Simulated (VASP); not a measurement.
# SnO2 (Pnnm) in VASP: a series of runs, part 3 of 3

VASP 6.6.1.

### Step 4. Single point, PBEsol (biaxial strain in the a-b plane: -4.0 %)

File INCAR:

```
PREC = Accurate
ENCUT = 520
EDIFF = 1E-6
ISMEAR = 0
SIGMA = 0.02
LREAL = False
LASPH = True
NELM = 60
ALGO = Normal
ISIF = 2
LWAVE = False
LCHARG = False
GGA = PS
NBANDS = 35
```

File KPOINTS:

```
regular mesh
0
Gamma
  6 6 8
```

File POSCAR:

```
SnO2
1.0
    4.5779113380      0.0000000000      0.0000000000
    0.0000000000      4.5792631733      0.0000000000
    0.0000000000      0.0000000000      3.2890666407
Sn O
2 4
Direct
    0.5000000000      0.5000000000      0.5000000000
    0.0000000000      0.0000000000      0.0000000000
    0.3066419769      0.3067650977      0.0000000000
    0.8066419769      0.1932349023      0.5000000000
    0.1933580231      0.8067650977      0.5000000000
    0.6933580231      0.6932349023      0.0000000000
```

Potentials or basis: VASP PAW PBE potentials, release 64 (Sn_d, O).

Launch:

```console
$ cat potpaw_PBE.64/Sn_d/POTCAR potpaw_PBE.64/O/POTCAR > POTCAR
$ mpirun -np 1 vasp_std > vasp.out
```

OUTCAR:

```text
PREC = Accurate
   ENCUT = 520
   EDIFF = 1E-6
   ISMEAR = 0
   LREAL = False
   LASPH = True
   NELM = 60
   ISIF = 2
   GGA = PS

 ion  position               nearest neighbor table
   1  0.500  0.500  0.500-   4 1.99   5 1.99   3 2.07   3 2.07   6 2.07   6 2.07   2 3.63   2 3.63
                             2 3.63   2 3.63   2 3.63   2 3.63   2 3.63   2 3.63
   2  0.000  0.000  0.000-   6 1.99   3 1.99   5 2.07   5 2.07   4 2.07   4 2.07   1 3.63   1 3.63
                             1 3.63   1 3.63   1 3.63   1 3.63   1 3.63   1 3.63
   3  0.307  0.307  0.000-   2 1.99   1 2.07   1 2.07
   4  0.807  0.193  0.500-   1 1.99   2 2.07   2 2.07
   5  0.193  0.807  0.500-   1 1.99   2 2.07   2 2.07
   6  0.693  0.693  0.000-   2 1.99   1 2.07   1 2.07

  LATTYP: Found a simple orthorhombic cell.
 ALAT       =     3.2890666407
 B/A-ratio  =     1.3918572769
 C/A-ratio  =     1.3922682857

  Lattice vectors:

 A1 = (   0.0000000000,   0.0000000000,   3.2890666407)
 A2 = (   4.5779113380,   0.0000000000,   0.0000000000)
 A3 = (   0.0000000000,   4.5792631733,   0.0000000000)

Analysis of symmetry for initial positions (statically):
=====================================================================
 Subroutine PRICEL returns:
 Original cell was already a primitive cell.

 Routine SETGRP: Setting up the symmetry group for a
 simple orthorhombic supercell.

 Subroutine GETGRP returns: Found  8 space group operations
 (whereof  4 operations were pure point group operations)
 out of a pool of  8 trial point group operations.

The static configuration has the point symmetry C_2h.
 The point group associated with its full space group is D_2h.

Analysis of symmetry for dynamics (positions and initial velocities):
=====================================================================
 Subroutine PRICEL returns:
 Original cell was already a primitive cell.

 Routine SETGRP: Setting up the symmetry group for a
 simple orthorhombic supercell.

 Subroutine GETGRP returns: Found  8 space group operations
 (whereof  4 operations were pure point group operations)
 out of a pool of  8 trial point group operations.

The dynamic configuration has the point symmetry C_2h.
 The point group associated with its full space group is D_2h.

 Subroutine INISYM returns: Found  8 space group operations
 (whereof  4 operations are pure point group operations),
 and found     1 'primitive' translations

----------------------------------------------------------------------------------------

                                     Primitive cell

  volume of cell :      68.9502

  direct lattice vectors                    reciprocal lattice vectors
     4.577911338  0.000000000  0.000000000     0.218440229  0.000000000  0.000000000
     0.000000000  4.579263173  0.000000000     0.000000000  0.218375743  0.000000000
     0.000000000  0.000000000  3.289066641     0.000000000  0.000000000  0.304037622

  length of vectors
     4.577911338  4.579263173  3.289066641     0.218440229  0.218375743  0.304037622

  position of ions in fractional coordinates (direct lattice)
     0.500000000  0.500000000  0.500000000
     0.000000000  0.000000000  0.000000000
     0.306641977  0.306765098  0.000000000
     0.806641977  0.193234902  0.500000000
     0.193358023  0.806765098  0.500000000
     0.693358023  0.693234902  0.000000000

  ion indices of the primitive-cell ions
   primitive index   ion index
[... 32 lines left out ...]

 Following reciprocal coordinates:
            Coordinates               Weight
  0.000000  0.000000  0.000000      1.000000
  0.166667  0.000000  0.000000      2.000000
  0.333333  0.000000  0.000000      2.000000
  0.500000  0.000000  0.000000      1.000000
  0.000000  0.166667  0.000000      2.000000
  0.166667  0.166667  0.000000      4.000000
[... 16 lines left out ...]
  0.333333  0.166667  0.125000      8.000000
  0.500000  0.166667  0.125000      4.000000
 [... further k-points ...]
   k-points           NKPTS =     80   k-points in BZ     NKDIM =     80   number of bands    NBANDS=     35
   number of dos      NEDOS =    301   number of ions     NIONS =      6
   total plane-waves  NPLWV =  31104
   dimension x,y,z NGX =    36 NGY =   36 NGZ =   24
   dimension x,y,z NGXF=    72 NGYF=   72 NGZF=   48
   ions per type =               2   4
   NGX,Y,Z   is equivalent  to a cutoff of  13.07, 13.07, 12.13 a.u.
   NGXF,Y,Z  is equivalent  to a cutoff of  26.15, 26.14, 24.26 a.u.
 SYSTEM =  unknown system
   PREC   = accura    normal or accurate (medium, high low for compatibility)
   ISTART =      0    job   : 0-new  1-cont  2-samecut
   ICHARG =      2    charge: 1-file 2-atom 10-const
   ISPIN  =      1    spin polarized calculation?
   LNONCOLLINEAR =      F non collinear calculations
   LSORBIT =      F    spin-orbit coupling
   LASPH  =      T    aspherical Exc in radial PAW
   ENCUT  =  520.0 eV  38.22 Ry    6.18 a.u.   8.51  8.51  6.12*2*pi/ulx,y,z
   NELM   =     60;   NELMIN=  2; NELMDL= -5     # of ELM steps
   EDIFF  = 0.1E-05   stopping-criterion for ELM
   LREAL  =      F    real-space projection
   EDIFFG = 0.1E-04   stopping-criterion for IOM
   NSW    =      0    number of steps for IOM
   IBRION =     -1    ionic relax: 0-MD 1-quasi-New 2-CG
   NFREE  =      0    steps in history (QN), initial steepest desc. (CG)
   ISIF   =      2    stress and relaxation
   ISYM   =      2    0-nonsym 1-usesym 2-fastsym
   POTIM  = 0.5000    time-step for ionic-motion
   TEBEG  =    0.0;   TEEND  =   0.0 temperature during run
   PSTRESS=    0.0 pullay stress
   NELECT =      52.0000    total number of electrons
   NUPDOWN=      -1.0000    fix difference up-down
   EMIN   =  10.00;   EMAX   =-10.00  energy-range for DOS
   EFERMI =   0.00;   METHOD = LEGACY
   ISMEAR =     0;   SIGMA  =   0.02  broadening in eV -4-tet -1-fermi 0-gaus
   EFERMI_NEDOS =   21; number of points for ismear=-14 and -15
   IALGO  =     38    algorithm
   IMIX   =      4    mixing-type and parameters
     AMIX     =   0.40;   BMIX     =  1.00
     AMIX_MAG =   1.60;   BMIX_MAG =  1.00
  volume/ion in A,a.u.               =      11.49        77.55
  Fermi-wavevector in a.u.,A,eV,Ry     =   1.490153  2.815980 30.212479  2.220555
  Thomas-Fermi vector in A             =   2.602971
   LORBIT       =      0    0 simple, 1 ext, 2 COOP (PROOUT), +10 PAW based schemes
   GGA     = PS    functional components
   LHFCALC =     F    Hartree Fock is set to
   AEXX    =    0.0000 exact exchange contribution
   IVDW    =     0    specifies the selected vdW correction
   LEPSILON=     F    determine dielectric tensor
   LRPA    =     F    only Hartree local field effects (RPA)
 non-spin polarized calculation
 Gauss-broadening in eV      SIGMA  =   0.02
  energy-cutoff  :      520.00
  volume of cell :       68.95
 maximum number of plane-waves:      1873
 NGX is ok and might be reduce to    36
   NGX = 17   NGY = 17   NGZ = 13

 number of electron      52.0000032 magnetization

 Free energy of the ion-electron system (eV)
  ---------------------------------------------------
  ext. energy  EPLUGINS =         0.00000000
  ---------------------------------------------------
  free energy    TOTEN  =       -39.41553473 eV

  energy without entropy =      -39.41553473  energy(sigma->0) =      -39.41553473

 E-fermi :   6.5811     XC(G=0): -11.7655

 val. band max:        6.4533715156   @ k =   0.0000   0.0000   0.0000
 cond. band min:       7.8773372704   @ k =   0.0000   0.0000   0.0000
 fundamental gap:      1.4239657548
 Fermi energy:         6.5810935501

 k-point     1 :       0.0000    0.0000    0.0000
  band No.  band energies     occupation
      1     -14.6076      2.00000
      2     -13.6196      2.00000
      3     -13.4888      2.00000
      4     -13.4127      2.00000
      5     -13.3859      2.00000
      6     -13.3859      2.00000
[... 901 lines left out ...]
     34      18.8314      0.00000
     35      19.2813      0.00000

 [... further k-points ...]
[... 5 lines left out ...]
  --------------------------------------------------------------------------------------
  -------------------------------------------------------------------------------------
  Total        6.6682161      6.6626586      1.8887770      0.0000000      0.0000000      0.0000000
  in kB      154.9475071    154.8183683     43.8889917      0.0000000      0.0000000      0.0000000
  external PRESSURE =     117.8849557 kB  Pullay stress =       0.0000000 kB

 VOLUME and BASIS-vectors are now :
 -----------------------------------------------------------------------------
  energy-cutoff  :      520.00
  volume of cell :       68.95
      direct lattice vectors                 reciprocal lattice vectors
     4.577911338  0.000000000  0.000000000     0.218440229  0.000000000  0.000000000
     0.000000000  4.579263173  0.000000000     0.000000000  0.218375743  0.000000000
     0.000000000  0.000000000  3.289066641     0.000000000  0.000000000  0.304037622

 POSITION                                       TOTAL-FORCE (eV/Angst)
 -----------------------------------------------------------------------------------
      2.28896      2.28963      1.64453        -0.000000      0.000000      0.000000
      0.00000      0.00000      0.00000        -0.000000      0.000000      0.000000
      1.40378      1.40476      0.00000         0.087278      0.087445      0.000000
      3.69274      0.88487      1.64453         0.087278     -0.087445      0.000000
      0.88518      3.69439      1.64453        -0.087278      0.087445     -0.000000
      3.17413      3.17451      0.00000        -0.087278     -0.087445     -0.000000
 -----------------------------------------------------------------------------------
    total drift:                               -0.000000      0.000000     -0.000000

  FREE ENERGIE OF THE ION-ELECTRON SYSTEM (eV)
  ---------------------------------------------------
  free  energy   TOTEN  =       -39.4155347301 eV

  energy  without entropy=      -39.4155347301  energy(sigma->0) =      -39.41553473
```

OSZICAR:

```text
N       E                     dE             d eps       ncg     rms          rms(c)
DAV:   1     0.636597178244E+03    0.63660E+03   -0.25471E+04  6229   0.236E+03
DAV:   2     0.557161668073E+02   -0.58088E+03   -0.54688E+03  6024   0.611E+02
DAV:   3    -0.400862273837E+02   -0.95802E+02   -0.93772E+02  6056   0.207E+02
DAV:   4    -0.449568166308E+02   -0.48706E+01   -0.48331E+01  7033   0.503E+01
DAV:   5    -0.450832686542E+02   -0.12645E+00   -0.12627E+00  7090   0.851E+00    0.154E+01
DAV:   6    -0.394036153736E+02    0.56797E+01   -0.15230E+01  8984   0.617E+01    0.629E+00
DAV:   7    -0.394729728114E+02   -0.69357E-01   -0.18923E+00  6385   0.765E+00    0.323E+00
DAV:   8    -0.394259145080E+02    0.47058E-01   -0.18040E-01  8029   0.441E+00    0.710E-01
DAV:   9    -0.394150863316E+02    0.10828E-01   -0.35492E-02  9200   0.333E+00    0.131E-01
DAV:  10    -0.394154728528E+02   -0.38652E-03   -0.36785E-03  6787   0.471E-01    0.572E-02
DAV:  11    -0.394155354212E+02   -0.62568E-04   -0.18327E-04  7870   0.960E-02    0.155E-02
DAV:  12    -0.394155363105E+02   -0.88936E-06   -0.12316E-05  6982   0.251E-02    0.894E-03
DAV:  13    -0.394155348153E+02    0.14952E-05   -0.49893E-06  6413   0.420E-02    0.158E-03
DAV:  14    -0.394155347301E+02    0.85179E-07   -0.56790E-07  3617   0.686E-03
   1 F= -.39415535E+02 E0= -.39415535E+02  d E =-.761267E-22
```

It took 2 min on 1 thread of AMD EPYC 9R14 (Zen 4), shared host; peak memory 0.24 GiB.

Results:

| Item | Value |
| --- | --- |
| Free energy | -39.4155 eV |
| Pressure | 11.8 GPa |
| Largest force | 0.124 eV/Å |
| Band gap on the k mesh | 1.42 eV |

Forces on the atoms (eV/Å):
```
Sn   0.000  0.000  0.000
Sn   0.000  0.000  0.000
O    0.087  0.087  0.000
O    0.087 -0.087  0.000
O   -0.087  0.087  0.000
O   -0.087 -0.087  0.000
```

Levels at points of the mesh, in eV from the valence-band top:
| k point | band 24 | band 25 | band 26 | band 27 | band 28 | band 29 |
| --- | --- | --- | --- | --- | --- | --- |
| (0.00, 0.00, 0.00) | -0.73 | -0.73 | 0.00 | 1.42 | 5.77 | 5.92 |
| (0.50, 0.00, 0.00) | -1.28 | -0.60 | -0.60 | 4.70 | 4.70 | 6.71 |
| (0.00, 0.50, 0.00) | -1.28 | -0.60 | -0.60 | 4.70 | 4.70 | 6.71 |
| (0.50, 0.50, 0.00) | -1.46 | -0.78 | -0.78 | 4.97 | 4.97 | 7.40 |
| (0.00, 0.00, 0.50) | -1.80 | -1.28 | -1.28 | 6.47 | 6.47 | 10.00 |
| (0.50, 0.00, 0.50) | -1.09 | -0.50 | -0.50 | 6.87 | 6.87 | 8.52 |
| (0.00, 0.50, 0.50) | -1.10 | -0.50 | -0.50 | 6.87 | 6.87 | 8.52 |
| (0.50, 0.50, 0.50) | -0.92 | -0.75 | -0.75 | 5.22 | 5.22 | 8.93 |

Caveat: the cell differs from its parent crystal (biaxial strain in the a-b plane: -4.0 %); the cell stands under pressure; the PAW data sets were made with another functional, which shifts forces and pressure a little; spin-orbit coupling is left out, which moves the levels of the heavy elements.

### Step 5. Single point, PBEsol (biaxial strain in the a-b plane: -4.0 %, then relaxed in part)

File INCAR:

```
SYSTEM = SnO2
  PREC = Accurate
  ENCUT = 520
  EDIFF = 1E-7
  ISMEAR = 0
  SIGMA = 0.02
  LREAL = .False.
  LASPH = .True.
  NELM = 100
  ALGO = Normal
  ISIF = 2
  LWAVE = .False.
  LCHARG = .True.
  GGA = PS
  LELF = .True.
  LVHAR = .True.
  NBANDS = 35
```

File KPOINTS:

```
Automatic mesh
0
Gamma
  6 6 8
  0 0 0
```

File POSCAR:

```
SnO2
1.0
    4.5779113380      0.0000000000      0.0000000000
    0.0000000000      4.5792631733      0.0000000000
    0.0000000000      0.0000000000      3.3186612731
Sn O
2 4
Direct
    0.5000000000      0.5000000000      0.5000000000
    0.0000000000      0.0000000000      0.0000000000
    0.3076622022      0.3078077967      0.0000000000
    0.8076622022      0.1921922033      0.5000000000
    0.1923377978      0.8078077967      0.5000000000
    0.6923377978      0.6921922033      0.0000000000
```

Launch:

```console
$ cat potpaw_PBE.64/Sn_d/POTCAR potpaw_PBE.64/O/POTCAR > POTCAR
$ mpirun -np 1 vasp_std > vasp.out
```

Wall time 2.4 min (1 thread of AMD EPYC 9R14 (Zen 4), shared host); peak memory 0.25 GiB.

Results (log left out):

| Item | Value |
| --- | --- |
| Free energy | -39.4283 eV |
| Pressure | 9.3 GPa |
| Band gap on the k mesh | 1.30 eV |

Stress tensor (GPa, compression positive):
```
13.57  0.00  0.00
 0.00 13.56  0.00
 0.00  0.00  0.89
```

Levels at points of the mesh, in eV from the valence-band top:
```csv
k point,band 24,band 25,band 26,band 27,band 28,band 29
"(0.00, 0.00, 0.00)",-0.70,-0.70,0.00,1.30,5.58,5.83
"(0.50, 0.00, 0.00)",-1.29,-0.59,-0.59,4.59,4.59,6.59
"(0.00, 0.50, 0.00)",-1.29,-0.59,-0.59,4.59,4.59,6.60
"(0.50, 0.50, 0.00)",-1.47,-0.75,-0.75,4.80,4.80,7.30
"(0.00, 0.00, 0.50)",-1.76,-1.26,-1.26,6.36,6.36,9.91
"(0.50, 0.00, 0.50)",-1.06,-0.48,-0.48,6.77,6.77,8.46
"(0.00, 0.50, 0.50)",-1.06,-0.48,-0.48,6.77,6.77,8.46
"(0.50, 0.50, 0.50)",-0.91,-0.72,-0.72,5.17,5.17,8.87
```

Caveat: the cell differs from its parent crystal (biaxial strain in the a-b plane: -4.0 %, then relaxed in part); the cell stands under pressure; the PAW data sets were made with another functional, which shifts forces and pressure a little; spin-orbit coupling is left out, which moves the levels of the heavy elements.

### Step 6. Summary

```tsv
cell	gap on the mesh (eV)	pressure (GPa)
a = 4.483, b = 4.484, c = 3.385 Å, 6 atoms, atomic positions A	1.50	14.2
a = 4.578, b = 4.579, c = 3.289 Å, 6 atoms, atomic positions B	1.42	11.8
a = 4.578, b = 4.579, c = 3.319 Å, 6 atoms, atomic positions A	1.30	9.3
```

Alike in all rows: task single point; level PBEsol; potentials or basis VASP PAW PBE potentials, release 64 (Sn_d, O); no spin polarisation; k mesh 6 × 6 × 8; cutoff (eV) 520; smearing gaussian 0.02 eV.

Caveats: the cell stands under pressure; the PAW data sets were made with another functional, which shifts forces and pressure a little; spin-orbit coupling is left out, which moves the levels of the heavy elements.

Total energies depend on the potentials used, so only differences within one code and one set of settings carry meaning.
